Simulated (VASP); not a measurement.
# CuI (Marshite) (F-43m) in VASP: a series of runs

CuI (Marshite) is run at these levels: r2SCAN, PBE; tasks: single point.

All numbers are computed with VASP 6.6.1; they aren't measurements. Logs are shortened: lines on timing, memory, paths and dates and some standing lists are left out, and cuts for length are marked.

### 1 The cell of the first run

Symmetry: F-43m, No. 216, cubic system. The conventional cell has a = 6.142 Å, b = 6.142 Å, c = 6.142 Å, α = 90.00°, β = 90.00°, γ = 90.00°. Within 3.5 Å of Cu (site symmetry -43m) lie 4 I at 2.66 Å. I (site symmetry -43m) has 4 Cu at 2.66 Å within 3.5 Å.

### 2 Single point, r2SCAN (volume changed by +6%)

The input, POSCAR:

```
CuI
1.0
    0.0000000000      3.0711175128      3.0711175128
    3.0711175128      0.0000000000      3.0711175128
    3.0711175128      3.0711175128      0.0000000000
Cu I
1 1
Direct
    0.2500000000      0.2500000000      0.2500000000
    0.0000000000      0.0000000000      0.0000000000
```

The input, INCAR.step1:

```
SYSTEM = CuI
PREC = Accurate ; ENCUT = 520
ISMEAR = 0 ; SIGMA = 0.01
LREAL = .False. ; LASPH = .True.
NELM = 100 ; NBANDS = 16
GGA = PE ; ALGO = Normal
EDIFF = 1E-4 ; LWAVE = .True.
LCHARG = .False.
```

The input, INCAR.step2:

```
SYSTEM = CuI
PREC = Accurate ; ENCUT = 520
EDIFF = 1E-7 ; ISMEAR = 0
SIGMA = 0.01 ; LREAL = .False.
LASPH = .True. ; NELM = 100
ALGO = Normal ; ISIF = 2
LWAVE = .False. ; LCHARG = .True.
METAGGA = R2SCAN ; LMIXTAU = .True.
LELF = .True. ; LVHAR = .True.
NBANDS = 16 ; ISTART = 1
```

The input, KPOINTS:

```
Automatic mesh
0
Gamma
  6 6 6
  0 0 0
```

Potentials or basis: VASP PAW PBE potentials, release 64 (Cu, I).

Launch:

```
cat potpaw_PBE.64/Cu/POTCAR potpaw_PBE.64/I/POTCAR > POTCAR
cp INCAR.step1 INCAR
mpirun -np 1 vasp_std > vasp.out
cp INCAR.step2 INCAR
mpirun -np 1 vasp_std > vasp.out
```

OUTCAR:

```text
SYSTEM = CuI
   PREC = Accurate
   ENCUT = 520
   EDIFF = 1E-7
   ISMEAR = 0
   LREAL = .False.
   LASPH = .True.
   NELM = 100
   ISIF = 2
   METAGGA = R2SCAN
   ISTART = 1

 ion  position               nearest neighbor table
   1  0.250  0.250  0.250-   2 2.66   2 2.66   2 2.66   2 2.66
   2  0.000  0.000  0.000-   1 2.66   1 2.66   1 2.66   1 2.66

  LATTYP: Found a face centered cubic cell.
 ALAT       =     6.1422350256

  Lattice vectors:

 A1 = (   0.0000000000,   3.0711175128,   3.0711175128)
 A2 = (   3.0711175128,   0.0000000000,   3.0711175128)
 A3 = (   3.0711175128,   3.0711175128,   0.0000000000)

Analysis of symmetry for initial positions (statically):
=====================================================================
 Subroutine PRICEL returns:
 Original cell was already a primitive cell.

 Routine SETGRP: Setting up the symmetry group for a
 face centered cubic supercell.

 Subroutine GETGRP returns: Found 24 space group operations
 (whereof 24 operations were pure point group operations)
 out of a pool of 48 trial point group operations.

The static configuration has the point symmetry T_d .

Analysis of symmetry for dynamics (positions and initial velocities):
=====================================================================
 Subroutine PRICEL returns:
 Original cell was already a primitive cell.

 Routine SETGRP: Setting up the symmetry group for a
 face centered cubic supercell.

 Subroutine GETGRP returns: Found 24 space group operations
 (whereof 24 operations were pure point group operations)
 out of a pool of 48 trial point group operations.

The dynamic configuration has the point symmetry T_d .

 Subroutine INISYM returns: Found 24 space group operations
 (whereof 24 operations are pure point group operations),
 and found     1 'primitive' translations

----------------------------------------------------------------------------------------

                                     Primitive cell

  volume of cell :      57.9321

  direct lattice vectors                    reciprocal lattice vectors
     0.000000000  3.071117513  3.071117513    -0.162807186  0.162807186  0.162807186
     3.071117513  0.000000000  3.071117513     0.162807186 -0.162807186  0.162807186
     3.071117513  3.071117513  0.000000000     0.162807186  0.162807186 -0.162807186

  length of vectors
     4.343216038  4.343216038  4.343216038     0.281990318  0.281990318  0.281990318

  position of ions in fractional coordinates (direct lattice)
     0.250000000  0.250000000  0.250000000
     0.000000000  0.000000000  0.000000000

  ion indices of the primitive-cell ions
   primitive index   ion index
                 1           1
                 2           2

----------------------------------------------------------------------------------------

 KPOINTS: Automatic mesh

Automatic generation of k-mesh.
 Grid dimensions read from file:
 generate k-points for:    6    6    6

 Generating k-lattice:

  Cartesian coordinates                     Fractional coordinates (reciprocal lattice)
    -0.027134531  0.027134531  0.027134531     0.166666667  0.000000000  0.000000000
     0.027134531 -0.027134531  0.027134531     0.000000000  0.166666667  0.000000000
     0.027134531  0.027134531 -0.027134531     0.000000000  0.000000000  0.166666667

  Length of vectors
     0.046998386  0.046998386  0.046998386

  Shift w.r.t. Gamma in fractional coordinates (k-lattice)
     0.000000000  0.000000000  0.000000000

 Subroutine IBZKPT returns following result:
 ===========================================

 Found     16 irreducible k-points:

 Following reciprocal coordinates:
            Coordinates               Weight
  0.000000  0.000000  0.000000      1.000000
  0.166667  0.000000  0.000000      8.000000
  0.333333  0.000000  0.000000      8.000000
  0.500000  0.000000  0.000000      4.000000
  0.166667  0.166667  0.000000      6.000000
  0.333333  0.166667  0.000000     24.000000
[... 8 lines left out ...]
 -0.333333  0.333333  0.166667     24.000000
 -0.333333  0.500000  0.166667     12.000000
   k-points           NKPTS =     16   k-points in BZ     NKDIM =     16   number of bands    NBANDS=     16
   number of dos      NEDOS =    301   number of ions     NIONS =      2
   total plane-waves  NPLWV =  32768
   dimension x,y,z NGX =    32 NGY =   32 NGZ =   32
   dimension x,y,z NGXF=    64 NGYF=   64 NGZF=   64
   ions per type =               1   1
   NGX,Y,Z   is equivalent  to a cutoff of  12.25, 12.25, 12.25 a.u.
   NGXF,Y,Z  is equivalent  to a cutoff of  24.50, 24.50, 24.50 a.u.
 SYSTEM =  CuI
   PREC   = accura    normal or accurate (medium, high low for compatibility)
   ISTART =      1    job   : 0-new  1-cont  2-samecut
   ICHARG =      0    charge: 1-file 2-atom 10-const
   ISPIN  =      1    spin polarized calculation?
   LNONCOLLINEAR =      F non collinear calculations
   LSORBIT =      F    spin-orbit coupling
   LASPH  =      T    aspherical Exc in radial PAW
   ENCUT  =  520.0 eV  38.22 Ry    6.18 a.u.   8.08  8.08  8.08*2*pi/ulx,y,z
   NELM   =    100;   NELMIN=  2; NELMDL=  0     # of ELM steps
   EDIFF  = 0.1E-06   stopping-criterion for ELM
   LREAL  =      F    real-space projection
   EDIFFG = 0.1E-05   stopping-criterion for IOM
   NSW    =      0    number of steps for IOM
   IBRION =     -1    ionic relax: 0-MD 1-quasi-New 2-CG
   NFREE  =      0    steps in history (QN), initial steepest desc. (CG)
   ISIF   =      2    stress and relaxation
   ISYM   =      2    0-nonsym 1-usesym 2-fastsym
   POTIM  = 0.5000    time-step for ionic-motion
   TEBEG  =    0.0;   TEEND  =   0.0 temperature during run
   PSTRESS=    0.0 pullay stress
   NELECT =      18.0000    total number of electrons
   NUPDOWN=      -1.0000    fix difference up-down
   EMIN   =  10.00;   EMAX   =-10.00  energy-range for DOS
   EFERMI =   0.00;   METHOD = LEGACY
   ISMEAR =     0;   SIGMA  =   0.01  broadening in eV -4-tet -1-fermi 0-gaus
   EFERMI_NEDOS =   21; number of points for ismear=-14 and -15
   IALGO  =     38    algorithm
   IMIX   =      4    mixing-type and parameters
     AMIX     =   0.40;   BMIX     =  1.00
     AMIX_MAG =   1.60;   BMIX_MAG =  1.00
  volume/ion in A,a.u.               =      28.97       195.47
  Fermi-wavevector in a.u.,A,eV,Ry     =   1.108815  2.095357 16.727975  1.229471
  Thomas-Fermi vector in A             =   2.245347
   LORBIT       =      0    0 simple, 1 ext, 2 COOP (PROOUT), +10 PAW based schemes
   METAGGA = R2SCAN    functional components
   LHFCALC =     F    Hartree Fock is set to
   AEXX    =    0.0000 exact exchange contribution
   IVDW    =     0    specifies the selected vdW correction
   LEPSILON=     F    determine dielectric tensor
   LRPA    =     F    only Hartree local field effects (RPA)
 non-spin polarized calculation
 Gauss-broadening in eV      SIGMA  =   0.01
  energy-cutoff  :      520.00
  volume of cell :       57.93
 maximum number of plane-waves:      1588
   NGX = 17   NGY = 17   NGZ = 17

 number of electron      17.9999995 magnetization

 Free energy of the ion-electron system (eV)
  ---------------------------------------------------
  ext. energy  EPLUGINS =         0.00000000
  ---------------------------------------------------
  free energy    TOTEN  =       -35.76994841 eV

  energy without entropy =      -35.76994841  energy(sigma->0) =      -35.76994841

 E-fermi :   3.9499     XC(G=0):  -9.2586

 val. band max:        3.8472782415   @ k =   0.0000   0.0000   0.0000
 cond. band min:       5.3524967105   @ k =   0.0000   0.0000   0.0000
 fundamental gap:      1.5052184690
 Fermi energy:         3.9499072832

 k-point     1 :       0.0000    0.0000    0.0000
  band No.  band energies     occupation
      1     -10.4721      2.00000
      2       0.2190      2.00000
      3       0.2191      2.00000
      4       0.2191      2.00000
      5       2.1700      2.00000
      6       2.1700      2.00000
[... 8 lines left out ...]
     15      13.7697      0.00000
     16      13.7697      0.00000

 k-point     2 :       0.1667    0.0000    0.0000
  band No.  band energies     occupation
      1     -10.3527      2.00000
      2      -0.2829      2.00000
      3       0.2242      2.00000
      4       0.2242      2.00000
      5       2.1619      2.00000
      6       2.1619      2.00000
[... 8 lines left out ...]
     15      12.9470      0.00000
     16      13.3979      0.00000

 k-point     3 :       0.3333    0.0000    0.0000
  band No.  band energies     occupation
      1     -10.0924      2.00000
      2      -1.2447      2.00000
      3       0.2286      2.00000
      4       0.2287      2.00000
      5       2.1718      2.00000
      6       2.1719      2.00000
[... 8 lines left out ...]
     15      13.4487      0.00000
     16      13.4487      0.00000

 k-point     4 :       0.5000    0.0000    0.0000
  band No.  band energies     occupation
      1      -9.9492      2.00000
      2      -1.7045      2.00000
      3       0.2275      2.00000
      4       0.2276      2.00000
      5       2.1959      2.00000
      6       2.1961      2.00000
[... 8 lines left out ...]
     15      15.1107      0.00000
     16      15.1107      0.00000
[... 172 lines left out ...]
 k-point    14 :       0.5000    0.3333    0.1667
  band No.  band energies     occupation
      1      -9.9134      2.00000
      2      -1.2586      2.00000
      3      -0.2819      2.00000
      4       0.1450      2.00000
      5       2.1113      2.00000
      6       2.1839      2.00000
[... 8 lines left out ...]
     15      15.2526      0.00000
     16      16.2685      0.00000

 k-point    15 :      -0.3333    0.3333    0.1667
  band No.  band energies     occupation
      1      -9.8157      2.00000
      2      -1.3084      2.00000
      3      -0.5676      2.00000
      4       0.0986      2.00000
      5       2.0759      2.00000
      6       2.1692      2.00000
[... 8 lines left out ...]
     15      15.3954      0.00000
     16      16.0009      0.00000

 k-point    16 :      -0.3333    0.5000    0.1667
  band No.  band energies     occupation
      1      -9.7696      2.00000
      2      -1.4020      2.00000
      3      -0.4349      2.00000
      4      -0.0041      2.00000
      5       2.1208      2.00000
      6       2.1255      2.00000
[... 8 lines left out ...]
     15      15.7046      0.00000
     16      16.3391      0.00000

------------------------ aborting loop because EDIFF is reached ----------------------------------------

  FORCE on cell =-STRESS in cart. coord.  units (eV):
  Direction    XX          YY          ZZ          XY          YZ          ZX
  --------------------------------------------------------------------------------------
  -------------------------------------------------------------------------------------
  Total       -0.8068234     -0.8068234     -0.8068234     -0.0000000      0.0000000      0.0000000
  in kB      -22.3136058    -22.3136058    -22.3136058     -0.0000000      0.0000000      0.0000000
  external PRESSURE =     -22.3136058 kB  Pullay stress =       0.0000000 kB

 VOLUME and BASIS-vectors are now :
 -----------------------------------------------------------------------------
  energy-cutoff  :      520.00
  volume of cell :       57.93
      direct lattice vectors                 reciprocal lattice vectors
     0.000000000  3.071117513  3.071117513    -0.162807186  0.162807186  0.162807186
     3.071117513  0.000000000  3.071117513     0.162807186 -0.162807186  0.162807186
     3.071117513  3.071117513  0.000000000     0.162807186  0.162807186 -0.162807186

 POSITION                                       TOTAL-FORCE (eV/Angst)
 -----------------------------------------------------------------------------------
      1.53556      1.53556      1.53556        -0.000000     -0.000000     -0.000000
      0.00000      0.00000      0.00000         0.000000      0.000000      0.000000
 -----------------------------------------------------------------------------------
    total drift:                               -0.000007     -0.000007     -0.000007

  FREE ENERGIE OF THE ION-ELECTRON SYSTEM (eV)
  ---------------------------------------------------
  free  energy   TOTEN  =       -35.7699484142 eV

  energy  without entropy=      -35.7699484142  energy(sigma->0) =      -35.76994841
```

It took 2.2 min on 1 thread of AMD EPYC 7R13, shared host; peak memory 0.17 GiB.

Results:

```
Free energy            : -35.7699 eV
Pressure               : -2.2 GPa
Band gap on the k mesh : 1.51 eV, direct
```

Levels at points of the mesh, in eV from the valence-band top:
| k point | band 5 | band 6 | band 7 | band 8 | band 9 | band 10 | band 11 | band 12 | band 13 | band 14 |
| --- | --- | --- | --- | --- | --- | --- | --- | --- | --- | --- |
| (0.00, 0.00, 0.00) | -1.68 | -1.68 | 0.00 | 0.00 | 0.00 | 1.51 | 5.29 | 5.29 | 5.29 | 8.57 |
| (0.50, 0.00, 0.00) | -1.65 | -1.65 | -1.62 | -0.65 | -0.65 | 2.51 | 5.77 | 5.77 | 7.62 | 9.49 |
| (0.50, 0.50, 0.00) | -1.71 | -1.61 | -1.59 | -1.37 | -1.36 | 3.01 | 3.20 | 9.50 | 10.20 | 10.20 |

Caveat: the PAW data sets were made with another functional, which shifts forces and pressure a little; spin-orbit coupling is left out, which moves the levels of the heavy elements.

[end of part 1 of 2]
